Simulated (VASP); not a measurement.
**Ag: single point with PBEsol**

The system is Ag.

```
Ag
1.0
    -1.61038    1.65353    1.61816
     1.65931   -1.66055    1.67410
     1.63933    1.68950   -1.62517
Ag
1
Cartesian
  0.0000 0.0000 0.0000
```

| Item | Value |
| --- | --- |
| Program | VASP 6.6.1 |
| Task | single point |
| Functional | PBEsol |
| Potentials or basis | VASP PAW PBE potentials, release 64 (Ag) |
| Cutoff | 520 eV |
| k mesh | 6 × 6 × 6 |
| Occupations | fermi-dirac, width 0.05 eV |
| Spin | no spin polarisation |
| Dipole correction | no |
| Further INCAR settings | ALGO = Fast; EDIFF = 1e-06; NBANDS = 12 |

```json
{
  "Pressure": "-7.0 GPa",
  "Band gap on the k mesh": "zero (an odd number of electrons rules out a gap without spin polarisation)"
}
```

Stress tensor (GPa, compression positive):
```
-7.18  0.92  1.61
 0.92 -6.55  0.49
 1.61  0.49 -7.14
```

Levels at points of the mesh, in eV from the Fermi level:
```csv
k point,band 2,band 3,band 4,band 5,band 6,band 7,band 8,band 9,band 10,band 11
"(0.00, 0.00, 0.00)",-4.96,-4.76,-4.66,-3.60,-3.53,17.29,17.54,17.91,22.53,22.81
"(0.50, 0.00, 0.00)",-5.47,-3.66,-3.48,-2.66,-0.08,3.69,12.98,13.86,19.12,20.28
"(0.00, 0.50, 0.00)",-5.62,-3.55,-3.38,-2.70,-0.20,3.46,12.89,13.90,19.08,20.18
"(0.50, 0.50, 0.00)",-5.43,-3.67,-3.51,-2.65,-0.02,3.80,12.85,13.88,19.00,20.32
"(0.00, 0.00, 0.50)",-5.52,-3.64,-3.43,-2.69,-0.21,3.44,12.96,14.24,19.17,20.56
"(0.50, 0.00, 0.50)",-5.47,-3.60,-3.51,-2.61,0.14,4.08,12.61,13.35,18.72,19.83
"(0.00, 0.50, 0.50)",-5.49,-3.64,-3.45,-2.68,-0.13,3.59,12.73,14.23,18.94,20.56
"(0.50, 0.50, 0.50)",-6.07,-2.96,-2.90,-2.78,6.29,6.64,6.77,11.77,12.79,13.00
```

It took 37 s on 1 thread of Intel(R) Xeon(R) Platinum 8375C CPU @ 2.90GHz (Ice Lake), on a shared host, peak memory 0.14 GiB.

Caveat: the k points lie up to 0.45 Å⁻¹ apart, too coarse for converged energies and pressures of a metal; the PAW data sets were made with another functional, which shifts forces and pressure a little.
